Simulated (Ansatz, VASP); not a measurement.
## Two plane-wave programs on Mg

```
Mg
1.0
     5.43002    0.00000    0.00000
    -2.71501    4.70253    0.00000
     0.00000    0.00000    5.05375
Mg
5
Direct
  0.00000 0.67348 0.00000
  0.67348 0.00000 0.00000
  0.32652 0.32652 0.00000
  0.66667 0.33333 0.50000
  0.33333 0.66667 0.50000
```

Alike in both runs: functional r2SCAN; k mesh 6 × 6 × 6; occupations gaussian, width 0.1 eV; no spin polarisation.

Ansatz relaxed the structure, and its values are those at the end. VASP's run is a single point on that final structure, the one shown.

|  | VASP | Ansatz |
| --- | --- | --- |
| version | VASP 6.6.1 | Ansatz 0.2.0 |
| potentials or method | VASP PAW PBE potentials, release 64 (Mg), cutoff 520 eV | scalar-relativistic, plane waves, PAW |
| valence electrons in the cell | 10 | 50 |

|  | VASP | Ansatz | Ansatz less VASP |
| --- | --- | --- | --- |
| gap on the k mesh at the Fermi level (eV) | none | none | - |
| pressure (GPa) | -0.2 | 0.0 | +0.20 |

VASP's potentials were made for PBE, not for r2SCAN. A gap of «none» marks a metal or a gap that the smearing closes. VASP's potentials hold 10 valence electrons a cell and Ansatz's 50, so a difference there can come from the potentials and not from the codes.
